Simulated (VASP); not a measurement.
# MgS in VASP: notebook

Runs on MgS. Level: PBE. Tasks: relaxation of cell and atoms, single point.

Everything below comes from runs of VASP 6.6.1. Logs are shortened: lines on timing, memory, paths and dates and some standing lists are left out, and cuts for length are marked.

### Step 1. The cell of the first run

It takes space group F-43m (No. 216, cubic). The conventional cell has a = 5.666 Å, b = 5.666 Å, c = 5.666 Å, α = 90.00°, β = 90.00°, γ = 90.00°. Within 3.2 Å of Mg (site symmetry -43m) lie 4 S at 2.45 Å. S (site symmetry -43m) has 4 Mg at 2.45 Å within 3.2 Å.

### Step 2. Relaxation of cell and atoms, PBE

INCAR reads:

```
SYSTEM = MgS
ALGO     = Normal         ! electronic algorithm
EDIFF    = 1E-7           ! SCF threshold, eV
EDIFFG   = -0.01          ! ionic threshold
ENCUT    = 600            ! plane-wave cutoff, eV
GGA      = PE             ! functional
IBRION   = 2              ! ionic algorithm
ISIF     = 3              ! what is computed and relaxed
ISMEAR   = 0              ! smearing method
LASPH    = .True.         ! aspherical terms in the spheres
LCHARG   = .False.        ! write CHGCAR
LREAL    = .False.        ! projectors in reciprocal space
LWAVE    = .False.        ! write WAVECAR
NELM     = 80             ! most SCF steps
NSW      = 100            ! ionic steps
PREC     = Accurate       ! precision mode
SIGMA    = 0.02           ! smearing width, eV
```

KPOINTS reads:

```
k-points
0
Gamma
  8 8 8
  0 0 0
```

POSCAR reads:

```
MgS
1.0
    0.0000000000      2.8331201100      2.8331201100
    2.8331201100      0.0000000000      2.8331201100
    2.8331201100      2.8331201100      0.0000000000
Mg S
1 1
Direct
    0.0000000000      0.0000000000      0.0000000000
    0.2500000000      0.2500000000      0.2500000000
```

Potentials or basis: VASP PAW PBE potentials, release 64 (Mg, S).

The run is started by

```sh
$ cat potpaw_PBE.64/Mg/POTCAR potpaw_PBE.64/S/POTCAR > POTCAR
$ mpirun -np 1 vasp_std > vasp.out
```

OUTCAR:

```text
SYSTEM = MgS
   EDIFF = 1E-7
   EDIFFG = -0.01
   ENCUT = 600
   GGA = PE
   IBRION = 2
   ISIF = 3
   ISMEAR = 0
   LASPH = .True.
   LREAL = .False.
   NELM = 80
   NSW = 100
   PREC = Accurate

 ion  position               nearest neighbor table
   1  0.000  0.000  0.000-   2 2.45   2 2.45   2 2.45   2 2.45
   2  0.250  0.250  0.250-   1 2.45   1 2.45   1 2.45   1 2.45

  LATTYP: Found a face centered cubic cell.
 ALAT       =     5.6662402200

  Lattice vectors:

 A1 = (   0.0000000000,   2.8331201100,   2.8331201100)
 A2 = (   2.8331201100,   0.0000000000,   2.8331201100)
 A3 = (   2.8331201100,   2.8331201100,   0.0000000000)

Analysis of symmetry for initial positions (statically):
=====================================================================
 Subroutine PRICEL returns:
 Original cell was already a primitive cell.

 Routine SETGRP: Setting up the symmetry group for a
 face centered cubic supercell.

 Subroutine GETGRP returns: Found 24 space group operations
 (whereof 24 operations were pure point group operations)
 out of a pool of 48 trial point group operations.

The static configuration has the point symmetry T_d .

Analysis of symmetry for dynamics (positions and initial velocities):
=====================================================================
 Subroutine PRICEL returns:
 Original cell was already a primitive cell.

 Routine SETGRP: Setting up the symmetry group for a
 face centered cubic supercell.

 Subroutine GETGRP returns: Found 24 space group operations
 (whereof 24 operations were pure point group operations)
 out of a pool of 48 trial point group operations.

The dynamic configuration has the point symmetry T_d .

 Subroutine INISYM returns: Found 24 space group operations
 (whereof 24 operations are pure point group operations),
 and found     1 'primitive' translations

----------------------------------------------------------------------------------------

                                     Primitive cell

  volume of cell :      45.4805

  direct lattice vectors                    reciprocal lattice vectors
     0.000000000  2.833120110  2.833120110    -0.176483870  0.176483870  0.176483870
     2.833120110  0.000000000  2.833120110     0.176483870 -0.176483870  0.176483870
     2.833120110  2.833120110  0.000000000     0.176483870  0.176483870 -0.176483870

  length of vectors
     4.006636883  4.006636883  4.006636883     0.305679029  0.305679029  0.305679029

  position of ions in fractional coordinates (direct lattice)
     0.000000000  0.000000000  0.000000000
[... 96 lines left out ...]
   IMIX   =      4    mixing-type and parameters
     AMIX     =   0.40;   BMIX     =  1.00
     AMIX_MAG =   1.60;   BMIX_MAG =  1.00
  volume/ion in A,a.u.               =      22.74       153.46
  Fermi-wavevector in a.u.,A,eV,Ry     =   0.917269  1.733386 11.447692  0.841382
  Thomas-Fermi vector in A             =   2.042218
   LORBIT       =      0    0 simple, 1 ext, 2 COOP (PROOUT), +10 PAW based schemes
   GGA     = PE    functional components
   LHFCALC =     F    Hartree Fock is set to
   AEXX    =    0.0000 exact exchange contribution
   IVDW    =     0    specifies the selected vdW correction
   LEPSILON=     F    determine dielectric tensor
   LRPA    =     F    only Hartree local field effects (RPA)
 conjugate gradient relaxation of ions
 non-spin polarized calculation
 Gauss-broadening in eV      SIGMA  =   0.02
  energy-cutoff  :      600.00
  volume of cell :       45.48
 maximum number of plane-waves:      1540
   NGX = 17   NGY = 17   NGZ = 17

--------------------------------------- Ionic step        1  -------------------------------------------

 number of electron       8.0000000 magnetization

 Free energy of the ion-electron system (eV)
  ---------------------------------------------------
  ext. energy  EPLUGINS =         0.00000000
  ---------------------------------------------------
  free energy    TOTEN  =        -8.47164535 eV

  energy without entropy =       -8.47164535  energy(sigma->0) =       -8.47164535

------------------------ aborting loop because EDIFF is reached ----------------------------------------

  FORCE on cell =-STRESS in cart. coord.  units (eV):
  Direction    XX          YY          ZZ          XY          YZ          ZX
  --------------------------------------------------------------------------------------
  -------------------------------------------------------------------------------------
  Total        0.2304080      0.2304080      0.2304080     -0.0000000     -0.0000000      0.0000000
  in kB        8.1167699      8.1167699      8.1167699     -0.0000000     -0.0000000      0.0000000
  external PRESSURE =       8.1167699 kB  Pullay stress =       0.0000000 kB
[... 59 lines left out ...]
--------------------------------------- Ionic step        3  -------------------------------------------

 number of electron       8.0000001 magnetization

 Free energy of the ion-electron system (eV)
  ---------------------------------------------------
  ext. energy  EPLUGINS =         0.00000000
  ---------------------------------------------------
  free energy    TOTEN  =        -8.47325151 eV

  energy without entropy =       -8.47325151  energy(sigma->0) =       -8.47325151

 E-fermi :   1.1037     XC(G=0):  -8.3272

 val. band max:        0.9616603409   @ k =   0.0000   0.0000   0.0000
 cond. band min:       4.3385592325   @ k =   0.0000   0.0000   0.0000
 fundamental gap:      3.3768988916
 Fermi energy:         1.1037071515

 k-point     1 :       0.0000    0.0000    0.0000
  band No.  band energies     occupation
      1     -10.2520      2.00000
      2       0.9617      2.00000
      3       0.9617      2.00000
      4       0.9617      2.00000
      5       4.3386      0.00000
      6       8.8691      0.00000
      7       8.8691      0.00000
      8       8.8691      0.00000
[... 243 lines left out ...]
 k-point    24 :      -0.3750    0.2500    0.1250
  band No.  band energies     occupation
      1      -9.4893      2.00000
      2      -1.7638      2.00000
      3      -0.3081      2.00000
      4       0.3287      2.00000
      5       6.9975      0.00000
      6       7.4014      0.00000
      7       9.6108      0.00000
      8       9.7863      0.00000

 [... further k-points ...]

------------------------ aborting loop because EDIFF is reached ----------------------------------------

  FORCE on cell =-STRESS in cart. coord.  units (eV):
  Direction    XX          YY          ZZ          XY          YZ          ZX
  --------------------------------------------------------------------------------------
  -------------------------------------------------------------------------------------
  Total        0.0008042      0.0008042      0.0008042      0.0000000      0.0000000     -0.0000000
  in kB        0.0279356      0.0279356      0.0279356      0.0000000      0.0000000     -0.0000000
  external PRESSURE =       0.0279356 kB  Pullay stress =       0.0000000 kB
[... 17 lines left out ...]
  FREE ENERGIE OF THE ION-ELECTRON SYSTEM (eV)
  ---------------------------------------------------
  free  energy   TOTEN  =        -8.4732515143 eV

  energy  without entropy=       -8.4732515143  energy(sigma->0) =       -8.47325151

 reached required accuracy - stopping structural energy minimisation
```

OSZICAR:

```text
N       E                     dE             d eps       ncg     rms          rms(c)
DAV:   1     0.299082161063E+02    0.29908E+02   -0.38606E+03   472   0.902E+02
DAV:   2    -0.717866777408E+01   -0.37087E+02   -0.35695E+02   600   0.111E+02
DAV:   3    -0.898176109040E+01   -0.18031E+01   -0.18031E+01   592   0.336E+01
[... 25 lines left out ...]
DAV:   3    -0.847325006268E+01    0.16200E-04   -0.98930E-05   520   0.539E-02    0.247E-02
DAV:   4    -0.847325025278E+01   -0.19011E-06   -0.77517E-07   632   0.771E-03    0.215E-02
DAV:   5    -0.847325168702E+01   -0.14342E-05   -0.77319E-07   464   0.694E-03    0.259E-03
DAV:   6    -0.847325152856E+01    0.15845E-06   -0.14048E-08   232   0.118E-03    0.138E-03
DAV:   7    -0.847325151427E+01    0.14296E-07   -0.41657E-09   232   0.595E-04
   3 F= -.84732515E+01 E0= -.84732515E+01  d E =-.160616E-02
```

CONTCAR:

```text
MgS
   1.00000000000000
    -0.0000000000000000    2.8464280003524549    2.8464280003524549
     2.8464280003524549   -0.0000000000000000    2.8464280003524549
     2.8464280003524549    2.8464280003524549    0.0000000000000000
  Mg              S
     1     1
Direct
     0.0000000000000000    0.0000000000000000    0.0000000000000000
     0.2500000000000000    0.2500000000000000    0.2500000000000000

  0.00000000E+00  0.00000000E+00  0.00000000E+00
  0.00000000E+00  0.00000000E+00  0.00000000E+00
```

Wall time 12 s (1 thread of Intel Xeon 6975P-C (Granite Rapids), shared host); peak memory 0.18 GiB.

Results:

```
Free energy                           : -8.4733 eV
Relaxed volume                        : 23.06 Å³/atom
Relaxed cell                          : a = 4.025 Å, b = 4.025 Å, c = 4.025 Å, α = 60.00°, β = 60.00°, γ = 60.00°
Space group after relaxing (to 0.1 Å) : F-43m (No. 216)
Energy gained by relaxing             : 0.8 meV/atom
Ionic steps                           : 3
Pressure after relaxing               : 0.0 GPa
Band gap on the k mesh                : 3.38 eV
```

Step by step:
| step | energy change (eV) | largest force (eV/Å) | pressure (GPa) | volume (Å³) |
| --- | --- | --- | --- | --- |
| 1 | 0.0000 | 0.0000 | 0.81 | 45.48 |
| 2 | -0.0016 | 0.0000 | -0.14 | 46.24 |
| 3 | -0.0016 | 0.0000 | 0.00 | 46.12 |

Final structure:
```
Mg S
1.0
     0.00000    2.84643    2.84643
     2.84643    0.00000    2.84643
     2.84643    2.84643    0.00000
Mg S
1 1
Cartesian
  0.0000 0.0000 0.0000
  1.4232 1.4232 1.4232
```

### Step 3. Single point, PBE

This run uses another cell than the first one: it holds 4 atoms, not 2.

INCAR reads:

```
SYSTEM = MgS
PREC     = Accurate       ! precision mode
ENCUT    = 520            ! plane-wave cutoff, eV
EDIFF    = 1E-7           ! SCF threshold, eV
ISMEAR   = 0              ! smearing method
SIGMA    = 0.1            ! smearing width, eV
LREAL    = .FALSE.        ! projectors in reciprocal space
LASPH    = .TRUE.         ! aspherical terms in the spheres
NELM     = 60             ! most SCF steps
ALGO     = Normal         ! electronic algorithm
ISIF     = 2              ! what is computed and relaxed
LWAVE    = .FALSE.        ! write WAVECAR
LCHARG   = .FALSE.        ! write CHGCAR
GGA      = PE             ! functional
NBANDS   = 16             ! bands
```

KPOINTS reads:

```
regular mesh
0
G
  6 6 6
  0 0 0
```

POSCAR reads:

```
MgS
1.0
    0.0000000000      2.8486070147      2.8486070147
    2.8486070147      2.8486070147      0.0000000000
   -2.8486070147      5.6972140294     -2.8486070147
Mg S
2 2
Direct
    0.0000000000      0.0000000000      1.0000000000
    0.5000000000      0.5000000000      0.5000000000
    0.3750000000      0.3750000000      0.8750000000
    0.8750000000      0.8750000000      0.3750000000
```

Potentials or basis: VASP PAW PBE potentials, release 64 (Mg, S).

The run is started by

```sh
$ cat potpaw_PBE.64/Mg/POTCAR potpaw_PBE.64/S/POTCAR > POTCAR
$ mpirun -np 1 vasp_std > vasp.out
```

It took 24 s on 1 thread of Intel Xeon 6975P-C (Granite Rapids), shared host; peak memory 0.22 GiB.

It converged, with:

| Property | Result |
| --- | --- |
| Free energy | -16.9452 eV |
| Pressure | -0.1 GPa |
| Band gap on the k mesh | 3.37 eV |

Levels at points of the mesh, in eV from the valence-band top:
```
           k point  band 5  band 6  band 7  band 8  band 9  band 10  band 11  band 12
(0.00, 0.00, 0.00)   -0.32    0.00    0.00    0.00    3.37     5.05     7.61     7.61
(0.50, 0.00, 0.00)   -1.29   -1.29   -0.69   -0.69    5.20     5.20     6.92     6.92
(0.50, 0.50, 0.00)   -1.01   -1.01   -0.32   -0.32    3.90     5.05     5.62     7.61
(0.00, 0.00, 0.50)   -0.17   -0.17   -0.17   -0.17    4.88     4.88     7.72     7.72
```

A k mesh can miss the band edges.

(Part 1 of 2 ends here.)
